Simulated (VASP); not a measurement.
# Sb (Im-3m) in VASP: notebook

The runs below take Sb through single point, relaxation of cell and atoms, with LDA.

All numbers are computed with VASP 6.6.1; they aren't measurements. Logs are shortened: lines on timing, memory, paths and dates and some standing lists are left out, and cuts for length are marked.

### Step 1. The cell of the first run

Symmetry: Im-3m, No. 229, cubic system. The conventional cell has a = 3.677 Å, b = 3.677 Å, c = 3.677 Å, α = 90.00°, β = 90.00°, γ = 90.00°. Sb (site symmetry m-3m) has 14 Sb at 3.18 to 3.68 Å within 4.2 Å.

### Step 2. Single point, LDA

Input file INCAR:

```
  ALGO = Normal
  EDIFF = 1E-6
  ENCUT = 500
  GGA = CA
  GGA_COMPAT = False
  ISIF = 2
  ISMEAR = 1
  LASPH = True
  LCHARG = True
  LELF = True
  LREAL = False
  LVHAR = True
  LWAVE = False
  NBANDS = 8
  NELM = 120
  PREC = Accurate
  SIGMA = 0.15
```

Input file KPOINTS:

```
k-points
0
Gamma
  12 12 12
```

Input file POSCAR:

```
Sb
1.0
   -1.8384855322      1.8384855322      1.8384855322
    1.8384855322     -1.8384855322      1.8384855322
    1.8384855322      1.8384855322     -1.8384855322
Sb
1
Direct
    0.0000000000      0.0000000000      0.0000000000
```

Potentials or basis: VASP PAW LDA potentials, release 64 (Sb).

Started as:

```console
cat potpaw_LDA.64/Sb/POTCAR > POTCAR
mpirun -np 1 vasp_std > vasp.out
```

OUTCAR:

```text
EDIFF = 1E-6
   ENCUT = 500
   GGA = CA
   ISIF = 2
   ISMEAR = 1
   LASPH = True
   LREAL = False
   NELM = 120
   PREC = Accurate

 ion  position               nearest neighbor table
   1  0.000  0.000  0.000-

  LATTYP: Found a body centered cubic cell.
 ALAT       =     3.6769710644

  Lattice vectors:

 A1 = (  -1.8384855322,   1.8384855322,   1.8384855322)
 A2 = (   1.8384855322,  -1.8384855322,   1.8384855322)
 A3 = (   1.8384855322,   1.8384855322,  -1.8384855322)

Analysis of symmetry for initial positions (statically):
=====================================================================
 Subroutine PRICEL returns:
 Original cell was already a primitive cell.

 Routine SETGRP: Setting up the symmetry group for a
 body centered cubic supercell.

 Subroutine GETGRP returns: Found 48 space group operations
 (whereof 48 operations were pure point group operations)
 out of a pool of 48 trial point group operations.

The static configuration has the point symmetry O_h .

Analysis of symmetry for dynamics (positions and initial velocities):
=====================================================================
 Subroutine PRICEL returns:
 Original cell was already a primitive cell.

 Routine SETGRP: Setting up the symmetry group for a
 body centered cubic supercell.

 Subroutine GETGRP returns: Found 48 space group operations
 (whereof 48 operations were pure point group operations)
 out of a pool of 48 trial point group operations.

The dynamic configuration has the point symmetry O_h .

 Subroutine INISYM returns: Found 48 space group operations
 (whereof 48 operations are pure point group operations),
 and found     1 'primitive' translations

----------------------------------------------------------------------------------------

                                     Primitive cell

  volume of cell :      24.8565

  direct lattice vectors                    reciprocal lattice vectors
    -1.838485532  1.838485532  1.838485532     0.000000000  0.271962978  0.271962978
     1.838485532 -1.838485532  1.838485532     0.271962978  0.000000000  0.271962978
     1.838485532  1.838485532 -1.838485532     0.271962978  0.271962978  0.000000000

  length of vectors
     3.184350351  3.184350351  3.184350351     0.384613732  0.384613732  0.384613732

  position of ions in fractional coordinates (direct lattice)
     0.000000000  0.000000000  0.000000000

  ion indices of the primitive-cell ions
[... 75 lines left out ...]
   LREAL  =      F    real-space projection
   EDIFFG = 0.1E-04   stopping-criterion for IOM
   NSW    =      0    number of steps for IOM
   IBRION =     -1    ionic relax: 0-MD 1-quasi-New 2-CG
   NFREE  =      0    steps in history (QN), initial steepest desc. (CG)
   ISIF   =      2    stress and relaxation
   ISYM   =      2    0-nonsym 1-usesym 2-fastsym
   POTIM  = 0.5000    time-step for ionic-motion
   TEBEG  =    0.0;   TEEND  =   0.0 temperature during run
   PSTRESS=    0.0 pullay stress
   NELECT =       5.0000    total number of electrons
   NUPDOWN=      -1.0000    fix difference up-down
   EMIN   =  10.00;   EMAX   =-10.00  energy-range for DOS
   EFERMI =   0.00;   METHOD = LEGACY
   ISMEAR =     1;   SIGMA  =   0.15  broadening in eV -4-tet -1-fermi 0-gaus
   EFERMI_NEDOS =   21; number of points for ismear=-14 and -15
   IALGO  =     38    algorithm
   IMIX   =      4    mixing-type and parameters
     AMIX     =   0.40;   BMIX     =  1.00
     AMIX_MAG =   1.60;   BMIX_MAG =  1.00
  volume/ion in A,a.u.               =      24.86       167.74
  Fermi-wavevector in a.u.,A,eV,Ry     =   0.959219  1.812662 12.518746  0.920102
  Thomas-Fermi vector in A             =   2.088396
   LORBIT       =      0    0 simple, 1 ext, 2 COOP (PROOUT), +10 PAW based schemes
   GGA     = CA    functional components
   LHFCALC =     F    Hartree Fock is set to
   AEXX    =    0.0000 exact exchange contribution
   IVDW    =     0    specifies the selected vdW correction
   LEPSILON=     F    determine dielectric tensor
   LRPA    =     F    only Hartree local field effects (RPA)
 non-spin polarized calculation
 Methfessel and Paxton  Order N= 1 SIGMA  =   0.15
  energy-cutoff  :      500.00
  volume of cell :       24.86
 maximum number of plane-waves:       664
   NGX = 11   NGY = 11   NGZ = 11

 number of electron       5.0000000 magnetization

 Free energy of the ion-electron system (eV)
  ---------------------------------------------------
  ext. energy  EPLUGINS =         0.00000000
  ---------------------------------------------------
  free energy    TOTEN  =        -4.63106013 eV

  energy without entropy =       -4.62952785  energy(sigma->0) =       -4.63054937

 E-fermi :   9.4607     XC(G=0): -10.7163

 val. band max:        9.4180995598   @ k =  -0.4167   0.5000   0.0833
 cond. band min:       9.4962316319   @ k =  -0.2500   0.2500   0.1667
 fundamental gap:      0.0781320720
 Fermi energy:         9.4606723947

 k-point     1 :       0.0000    0.0000    0.0000
  band No.  band energies     occupation
      1      -4.0815      2.00000
      2      15.4649      0.00000
      3      15.4649      0.00000
      4      15.4649      0.00000
      5      20.0116      0.00000
      6      20.0116      0.00000
      7      20.0116      0.00000
      8      21.3603      0.00000
[... 243 lines left out ...]
 k-point    24 :       0.4167    0.0833    0.0833
  band No.  band energies     occupation
      1       0.6420      2.00000
      2       3.6956      2.00000
      3       9.5702      0.06015
      4      11.3085     -0.00000
      5      18.3259      0.00000
      6      18.7670      0.00000
      7      24.1570      0.00000
      8      24.4319      0.00000

 [... further k-points ...]

------------------------ aborting loop because EDIFF is reached ----------------------------------------

  FORCE on cell =-STRESS in cart. coord.  units (eV):
  Direction    XX          YY          ZZ          XY          YZ          ZX
  --------------------------------------------------------------------------------------
  -------------------------------------------------------------------------------------
  Total        0.3388875      0.3388875      0.3388875      0.0000000      0.0000000      0.0000000
  in kB       21.8436610     21.8436610     21.8436610      0.0000000      0.0000000      0.0000000
  external PRESSURE =      21.8436610 kB  Pullay stress =       0.0000000 kB

 VOLUME and BASIS-vectors are now :
 -----------------------------------------------------------------------------
  energy-cutoff  :      500.00
  volume of cell :       24.86
      direct lattice vectors                 reciprocal lattice vectors
    -1.838485532  1.838485532  1.838485532     0.000000000  0.271962978  0.271962978
     1.838485532 -1.838485532  1.838485532     0.271962978  0.000000000  0.271962978
     1.838485532  1.838485532 -1.838485532     0.271962978  0.271962978  0.000000000

 POSITION                                       TOTAL-FORCE (eV/Angst)
 -----------------------------------------------------------------------------------
      0.00000      0.00000      0.00000        -0.000000     -0.000000      0.000000
 -----------------------------------------------------------------------------------
    total drift:                                0.000000     -0.000000     -0.000000

  FREE ENERGIE OF THE ION-ELECTRON SYSTEM (eV)
  ---------------------------------------------------
  free  energy   TOTEN  =        -4.6310601254 eV

  energy  without entropy=       -4.6295278496  energy(sigma->0) =       -4.63054937
```

OSZICAR:

```text
N       E                     dE             d eps       ncg     rms          rms(c)
DAV:   1     0.374785761843E+01    0.37479E+01   -0.16114E+03  1176   0.395E+02
DAV:   2    -0.455284278377E+01   -0.83007E+01   -0.81670E+01  1632   0.530E+01
DAV:   3    -0.463724856201E+01   -0.84406E-01   -0.84355E-01  1392   0.595E+00
DAV:   4    -0.463748605393E+01   -0.23749E-03   -0.23749E-03  1704   0.377E-01
DAV:   5    -0.463748661148E+01   -0.55755E-06   -0.55933E-06  1480   0.125E-02    0.212E+00
DAV:   6    -0.463341696044E+01    0.40697E-02   -0.11799E-03  1344   0.152E-01    0.123E+00
DAV:   7    -0.463106578165E+01    0.23512E-02   -0.24144E-03  1400   0.218E-01    0.395E-02
DAV:   8    -0.463106011600E+01    0.56656E-05   -0.27784E-05  1480   0.415E-02    0.529E-03
DAV:   9    -0.463106012541E+01   -0.94084E-08   -0.19801E-07  1632   0.379E-03
   1 F= -.46310601E+01 E0= -.46305494E+01  d E =-.153228E-02
```

Wall time 7.5 s (1 thread of Intel Xeon 6975P-C, shared host); peak memory 0.13 GiB.

Results:

```yaml
Free_energy: -4.6311 eV
Pressure: 2.2 GPa
```

Caveat: spin-orbit coupling is left out, which moves the levels of the heavy elements.

### Step 3. Relaxation of cell and atoms, LDA

This run uses another cell than the first one, of 20.53 Å³/atom, 0.826 times its volume.

Input file INCAR:

```
SYSTEM = Sb
PREC = Accurate ; ENCUT = 500
EDIFF = 1E-7 ; ISMEAR = 1
SIGMA = 0.15 ; LREAL = .FALSE.
LASPH = .TRUE. ; NELM = 120
ALGO = Normal ; ISIF = 3
LWAVE = .FALSE. ; LCHARG = .FALSE.
IBRION = 2 ; NSW = 80
EDIFFG = -0.01 ; GGA_COMPAT = .FALSE.
NELMIN = 4
```

Input file KPOINTS:

```
regular mesh
0
G
  12 12 12
  0 0 0
```

Input file POSCAR:

```
Sb
1.0
   -1.7250000000      1.7250000000      1.7250000000
    1.7250000000     -1.7250000000      1.7250000000
    1.7250000000      1.7250000000     -1.7250000000
Sb
1
Direct
    0.0000000000      0.0000000000      0.0000000000
```

Potentials or basis: VASP PAW LDA potentials, release 64 (Sb).

Started as:

```console
cat potpaw_LDA.64/Sb/POTCAR > POTCAR
mpirun -np 1 vasp_std > vasp.out
```

It took 40 s on 1 thread of Intel Xeon 6975P-C, shared host; peak memory 0.14 GiB.

Results (log left out):

| Item | Value |
| --- | --- |
| Free energy | -4.6357 eV |
| Relaxed volume | 25.56 Å³/atom |
| Relaxed cell | a = 3.214 Å, b = 3.214 Å, c = 3.214 Å, α = 109.47°, β = 109.47°, γ = 109.47° |
| Space group after relaxing (to 0.05 Å) | Im-3m (No. 229) |
| Energy gained by relaxing | 346.3 meV/atom |
| Ionic steps | 19 |
| Pressure after relaxing | 0.1 GPa |

Step by step:
| step | energy change (eV) | largest force (eV/Å) | pressure (GPa) | volume (Å³) |
| --- | --- | --- | --- | --- |
| 1 | 0.0000 | 0.0000 | 26.85 | 20.53 |
| 2 | -0.0666 | 0.0000 | -10.37 | 32.55 |
| 3 | -0.3459 | 0.0000 | -0.60 | 25.80 |
| 4 | -0.3463 | 0.0000 | -0.19 | 25.64 |
| 5 | -0.3463 | 0.0000 | 0.12 | 25.53 |
| 6 | -0.3463 | 0.0000 | 0.12 | 25.53 |
| 7 | -0.3463 | 0.0000 | 0.11 | 25.54 |
| 8 | -0.3463 | 0.0000 | 0.11 | 25.54 |
| 9 | -0.3463 | 0.0000 | 0.11 | 25.54 |
| 10 | -0.3463 | 0.0000 | 0.11 | 25.54 |
| 11 | -0.3463 | 0.0000 | 0.11 | 25.54 |
| 12 | -0.3463 | 0.0000 | 0.11 | 25.54 |
| 13 | -0.3463 | 0.0000 | 0.11 | 25.54 |
| 14 | -0.3463 | 0.0000 | 0.11 | 25.54 |
| 15 | -0.3463 | 0.0000 | 0.11 | 25.54 |
| 16 | -0.3463 | 0.0000 | 0.11 | 25.54 |
| 17 | -0.3463 | 0.0000 | 0.10 | 25.54 |
| 18 | -0.3463 | 0.0000 | 0.09 | 25.55 |
| 19 | -0.3463 | 0.0000 | 0.06 | 25.56 |

Final structure:
```
Sb
1.0
    -1.85555    1.85555    1.85555
     1.85555   -1.85555    1.85555
     1.85555    1.85555   -1.85555
Sb
1
Direct
  0.00000 0.00000 0.00000
```

Levels at points of the mesh, in eV from the Fermi level:
```tsv
k point	band 1	band 2	band 3	band 4	band 5	band 6
(0.00, 0.00, 0.00)	-13.30	5.78	5.78	5.78	10.46	10.46
(0.50, 0.00, 0.00)	-8.98	-5.92	1.74	3.84	6.56	6.93
(0.50, 0.50, 0.50)	-5.48	-2.14	-2.14	-2.14	2.90	2.90
```

Caveat: the volume moved by over 15 % at a fixed basis, so the end points are rough; spin-orbit coupling is left out, which moves the levels of the heavy elements; the volume moved by +24 % from the deposited cell, more than functionals usually miss.
